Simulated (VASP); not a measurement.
# C (R-3m) in VASP: notebook

The runs below take C through vibrations by perturbation theory, with PBEsol.

Program: VASP 6.6.1. These are calculated values, not measurements. Logs are shortened: lines on timing, memory, paths and dates and some standing lists are left out, and cuts for length are marked.

### Step 1. The cell of the first run

It takes space group R-3m (No. 166, trigonal). The conventional cell has a = 2.442 Å, b = 2.442 Å, c = 10.738 Å, α = 90.00°, β = 90.00°, γ = 120.00°. C (site symmetry 3m) has 3 C at 1.41 Å within 1.9 Å.

### Step 2. Vibrations by perturbation theory, PBEsol (volume scaled by 0.980)

File INCAR:

```
PREC = Accurate
ENCUT = 520
EDIFF = 1E-8
ISMEAR = 0
SIGMA = 0.01
LREAL = F
LASPH = T
NELM = 100
ALGO = Normal
ISIF = 2
LWAVE = F
LCHARG = F
GGA = PS
IBRION = 8
NSW = 1
```

File KPOINTS:

```
Automatic mesh
0
Gamma
  10 10 10
```

File POSCAR:

```
C
1.0
    1.2212026487      0.7050616780      3.5793132612
   -1.2212026487      0.7050616780      3.5793132612
    0.0000000000     -1.4101233560      3.5793132612
C
2
Direct
    0.8333427008      0.8333427008      0.8333427008
    0.1666572992      0.1666572992      0.1666572992
```

Potentials or basis: VASP PAW PBE potentials, release 64 (C).

The run is started by

```sh
$ cat potpaw_PBE.64/C/POTCAR > POTCAR
$ mpirun -np 1 vasp_std > vasp.out
```

OUTCAR:

```text
PREC = Accurate
   ENCUT = 520
   EDIFF = 1E-8
   ISMEAR = 0
   LREAL = F
   LASPH = T
   NELM = 100
   ISIF = 2
   GGA = PS
   IBRION = 8
   NSW = 1

 ion  position               nearest neighbor table
   1  0.833  0.833  0.833-   2 1.41   2 1.41   2 1.41
   2  0.167  0.167  0.167-   1 1.41   1 1.41   1 1.41

  LATTYP: Found a trigonal (rhomboedric) cell.
 ALAT       =     3.8470678836
 COS(alpha) =     0.7984671849

  Lattice vectors:

 A1 = (   1.2212026487,   0.7050616780,   3.5793132612)
 A2 = (  -1.2212026487,   0.7050616780,   3.5793132612)
 A3 = (   0.0000000000,  -1.4101233560,   3.5793132612)

Analysis of symmetry for initial positions (statically):
=====================================================================
 Subroutine PRICEL returns:
 Original cell was already a primitive cell.

 Routine SETGRP: Setting up the symmetry group for a
 trigonal (rhombohedral) supercell.

 Subroutine GETGRP returns: Found 12 space group operations
 (whereof 12 operations were pure point group operations)
 out of a pool of 12 trial point group operations.

The static configuration has the point symmetry D_3d.

Analysis of symmetry for dynamics (positions and initial velocities):
=====================================================================
 Subroutine PRICEL returns:
 Original cell was already a primitive cell.

 Routine SETGRP: Setting up the symmetry group for a
 trigonal (rhombohedral) supercell.

 Subroutine GETGRP returns: Found 12 space group operations
 (whereof 12 operations were pure point group operations)
 out of a pool of 12 trial point group operations.

The dynamic configuration has the point symmetry D_3d.

 Subroutine INISYM returns: Found 12 space group operations
 (whereof 12 operations are pure point group operations),
 and found     1 'primitive' translations

----------------------------------------------------------------------------------------

                                     Primitive cell

  volume of cell :      18.4912

  direct lattice vectors                    reciprocal lattice vectors
     1.221202649  0.705061678  3.579313261     0.409432456  0.236385939  0.093127734
    -1.221202649  0.705061678  3.579313261    -0.409432456  0.236385939  0.093127734
     0.000000000 -1.410123356  3.579313261     0.000000000 -0.472771878  0.093127734

  length of vectors
     3.847067884  3.847067884  3.847067884     0.481856849  0.481856849  0.481856849

  position of ions in fractional coordinates (direct lattice)
     0.833342701  0.833342701  0.833342701
     0.166657299  0.166657299  0.166657299

  ion indices of the primitive-cell ions
   primitive index   ion index
                 1           1
                 2           2

----------------------------------------------------------------------------------------

 KPOINTS: Automatic mesh

Automatic generation of k-mesh.
 Grid dimensions read from file:
 generate k-points for:   10   10   10

 Generating k-lattice:

  Cartesian coordinates                     Fractional coordinates (reciprocal lattice)
     0.040943246  0.023638594  0.009312773     0.100000000  0.000000000 -0.000000000
    -0.040943246  0.023638594  0.009312773     0.000000000  0.100000000 -0.000000000
     0.000000000 -0.047277188  0.009312773    -0.000000000 -0.000000000  0.100000000

  Length of vectors
     0.048185685  0.048185685  0.048185685

  Shift w.r.t. Gamma in fractional coordinates (k-lattice)
     0.000000000  0.000000000  0.000000000

 Subroutine IBZKPT returns following result:
 ===========================================

 Found    116 irreducible k-points:

 Following reciprocal coordinates:
            Coordinates               Weight
  0.000000  0.000000  0.000000      1.000000
  0.100000  0.000000 -0.000000      6.000000
  0.200000  0.000000 -0.000000      6.000000
  0.300000  0.000000  0.000000      6.000000
  0.400000  0.000000 -0.000000      6.000000
  0.500000  0.000000  0.000000      3.000000
[... 16 lines left out ...]
  0.300000  0.300000 -0.000000      6.000000
  0.400000  0.300000 -0.000000     12.000000
 [... further k-points ...]
[... 21 lines left out ...]
   NSW    =      1    number of steps for IOM
   IBRION =      8    ionic relax: 0-MD 1-quasi-New 2-CG
   NFREE  =      0    steps in history (QN), initial steepest desc. (CG)
   ISIF   =      2    stress and relaxation
   ISYM   =      2    0-nonsym 1-usesym 2-fastsym
   POTIM  = 0.5000    time-step for ionic-motion
   TEBEG  =    0.0;   TEEND  =   0.0 temperature during run
   PSTRESS=    0.0 pullay stress
   NELECT =       8.0000    total number of electrons
   NUPDOWN=      -1.0000    fix difference up-down
   EMIN   =  10.00;   EMAX   =-10.00  energy-range for DOS
   EFERMI =   0.00;   METHOD = LEGACY
   ISMEAR =     0;   SIGMA  =   0.01  broadening in eV -4-tet -1-fermi 0-gaus
   EFERMI_NEDOS =   21; number of points for ismear=-14 and -15
   IALGO  =     38    algorithm
   IMIX   =      4    mixing-type and parameters
     AMIX     =   0.40;   BMIX     =  1.00
     AMIX_MAG =   1.60;   BMIX_MAG =  1.00
  volume/ion in A,a.u.               =       9.25        62.39
  Fermi-wavevector in a.u.,A,eV,Ry     =   1.238177  2.339816 20.858866  1.533083
  Thomas-Fermi vector in A             =   2.372714
   LORBIT       =      0    0 simple, 1 ext, 2 COOP (PROOUT), +10 PAW based schemes
   GGA     = PS    functional components
   LHFCALC =     F    Hartree Fock is set to
   AEXX    =    0.0000 exact exchange contribution
   IVDW    =     0    specifies the selected vdW correction
   LEPSILON=     F    determine dielectric tensor
   LRPA    =     F    only Hartree local field effects (RPA)
 non-spin polarized calculation
 Gauss-broadening in eV      SIGMA  =   0.01
  energy-cutoff  :      520.00
  volume of cell :       18.49
 maximum number of plane-waves:       514
 NGX is ok and might be reduce to    30
   NGX = 15   NGY = 15   NGZ = 15

--------------------------------------- Ionic step        1  -------------------------------------------

 number of electron       8.0000000 magnetization

 Free energy of the ion-electron system (eV)
  ---------------------------------------------------
  ext. energy  EPLUGINS =         0.00000000
  ---------------------------------------------------
  free energy    TOTEN  =       -19.28599588 eV

  energy without entropy =      -19.28599588  energy(sigma->0) =      -19.28599588

 E-fermi :   3.6820     XC(G=0): -10.1418

 val. band max:        3.5375986458   @ k =  -0.3000   0.3000   0.0000
 cond. band min:       5.0385012386   @ k =  -0.3000   0.3000   0.0000
 fundamental gap:      1.5009025928
 Fermi energy:         3.6820255036

 k-point     1 :       0.0000    0.0000    0.0000
  band No.  band energies     occupation
      1     -15.5726      2.00000
      2      -2.8760      2.00000
      3       1.2452      2.00000
      4       1.2452      2.00000
      5       7.7207      0.00000
      6      12.7223      0.00000
      7      12.7223      0.00000
      8      15.9718      0.00000
[... 243 lines left out ...]
 k-point    24 :       0.4000    0.3000   -0.0000
  band No.  band energies     occupation
      1     -12.4215      2.00000
      2      -5.7640      2.00000
      3      -2.4664      2.00000
      4      -0.0166      2.00000
      5       8.3793      0.00000
      6      12.9083      0.00000
      7      13.4634      0.00000
      8      19.6125      0.00000

 [... further k-points ...]

------------------------ aborting loop because EDIFF is reached ----------------------------------------

  FORCE on cell =-STRESS in cart. coord.  units (eV):
  Direction    XX          YY          ZZ          XY          YZ          ZX
  --------------------------------------------------------------------------------------
  -------------------------------------------------------------------------------------
  Total        1.0503328      1.0503328      0.0196758      0.0000000     -0.0000000      0.0000000
  in kB       91.0063537     91.0063537      1.7048173      0.0000000     -0.0000000      0.0000000
  external PRESSURE =      61.2391749 kB  Pullay stress =       0.0000000 kB

 VOLUME and BASIS-vectors are now :
 -----------------------------------------------------------------------------
  energy-cutoff  :      520.00
  volume of cell :       18.49
      direct lattice vectors                 reciprocal lattice vectors
     1.221202649  0.705061678  3.579313261     0.409432456  0.236385939  0.093127734
    -1.221202649  0.705061678  3.579313261    -0.409432456  0.236385939  0.093127734
     0.000000000 -1.410123356  3.579313261     0.000000000 -0.472771878  0.093127734

 POSITION                                       TOTAL-FORCE (eV/Angst)
 -----------------------------------------------------------------------------------
      0.00000      0.00000      8.94838         0.000000     -0.000000      0.000547
      0.00000      0.00000      1.78956         0.000000      0.000000     -0.000547
 -----------------------------------------------------------------------------------
    total drift:                               -0.000000      0.000000     -0.000000

  FREE ENERGIE OF THE ION-ELECTRON SYSTEM (eV)
  ---------------------------------------------------
  free  energy   TOTEN  =       -19.2859958804 eV

  energy  without entropy=      -19.2859958804  energy(sigma->0) =      -19.28599588

[... ionic steps 2 to 3 ...]

--------------------------------------- Ionic step        4  -------------------------------------------

------------------------ aborting loop because EDIFF is reached ----------------------------------------

[... ionic steps 5 to 5 ...]

--------------------------------------- Ionic step        6  -------------------------------------------

 Free energy of the ion-electron system (eV)
  ---------------------------------------------------
  ---------------------------------------------------
  free energy    TOTEN  =        -0.12521284 eV

  energy without entropy =       -0.12521284

------------------------ aborting loop because EDIFF is reached ----------------------------------------

 INTERNAL STRAIN TENSOR  FOR ION    1  DIRECTION 3   (eV/Angst):
 -----------------------------------------------------------------------------
     0.02324  0.00000 -0.00000
     0.00000  0.02324 -0.00000
    -0.00000  0.00000 -0.05182

 INTERNAL STRAIN TENSOR FOR ION    2 for displacements in x,y,z  (eV/Angst):
          X           Y           Z          XY          YZ          ZX
  --------------------------------------------------------------------------------
  x     0.00000     0.00000    -0.00000    15.12007     0.00000     0.05106
  y    15.12007   -15.12007    -0.00000    -0.00000     0.02375     0.00000
  z    -0.02324    -0.02324     0.05182     0.00000     0.00000     0.00000

 SECOND DERIVATIVES (NOT SYMMETRIZED)
 ------------------------------------
               1X          1Y          1Z          2X          2Y          2Z
  1X   -58.469297    0.000000    0.000000   58.469297   -0.000000    0.000000
  1Y     0.000000  -58.469297   -0.000000   -0.000000   58.469297    0.000000
  1Z     0.000000    0.000000  -16.667509    0.000000    0.000000   16.667509
  2X    58.469297   -0.000000    0.000000  -58.469297    0.000000    0.000000
  2Y    -0.000000   58.469297    0.000000    0.000000  -58.469297   -0.000000
  2Z     0.000000    0.000000   16.667509    0.000000    0.000000  -16.667509

 Eigenvectors and eigenvalues of the dynamical matrix
 ----------------------------------------------------

   1 f  =   48.779807 THz   306.492565 2PiTHz 1627.119207 cm-1   201.736980 meV
             X         Y         Z           dx          dy          dz
      0.000000  0.000000  8.948384    -0.000000   -0.707107    0.000000
      0.000000  0.000000  1.789556     0.000000    0.707107    0.000000
[... 11 lines left out ...]
   4 f  =    0.000000 THz     0.000002 2PiTHz    0.000010 cm-1     0.000001 meV
             X         Y         Z           dx          dy          dz
      0.000000  0.000000  8.948384    -0.618058   -0.343518   -0.000000
      0.000000  0.000000  1.789556    -0.618058   -0.343518    0.000000

   5 f/i=    0.000000 THz     0.000001 2PiTHz    0.000005 cm-1     0.000001 meV
             X         Y         Z           dx          dy          dz
      0.000000  0.000000  8.948384     0.000000   -0.000000   -0.707107
      0.000000  0.000000  1.789556     0.000000    0.000000   -0.707107

   6 f/i=    0.000001 THz     0.000004 2PiTHz    0.000019 cm-1     0.000002 meV
             X         Y         Z           dx          dy          dz
      0.000000  0.000000  8.948384     0.343518   -0.618058   -0.000000
      0.000000  0.000000  1.789556     0.343518   -0.618058    0.000000

--------------------------------------------------------------------------------------------------------

 ELASTIC MODULI CONTR FROM IONIC RELAXATION (kBar)
 Direction    XX          YY          ZZ          XY          YZ          ZX
 --------------------------------------------------------------------------------
 XX        -338.7881    338.7825      0.0063     -0.0000     -0.5321     -0.0000
 YY         338.7825   -338.7881      0.0063      0.0000      0.5321      0.0000
 ZZ           0.0063      0.0063     -0.0140      0.0000     -0.0000      0.0000
 XY          -0.0000      0.0000      0.0000   -338.7853     -0.0000     -1.1441
 YZ          -0.5321      0.5321     -0.0000     -0.0000     -0.0008     -0.0000
 ZX          -0.0000      0.0000      0.0000     -1.1441     -0.0000     -0.0039
 --------------------------------------------------------------------------------
```

It took 2.3 min on 1 thread of Intel Xeon Platinum 8559C (Emerald Rapids), shared host; peak memory 0.28 GiB.

What came out:

```yaml
Highest_phonon_frequency_at_Γ: 1627 cm⁻¹
```

Phonon frequencies in cm⁻¹ (negative: imaginary):
| q point | frequencies |
| --- | --- |
| (0.000, 0.000, 0.000) | 0 0 0 869 1627 1627 |

Caveat: the cell wasn't relaxed at this level first, which shifts response properties; the PAW data sets were made with another functional, which shifts forces and pressure a little.

[end of part 1 of 2]
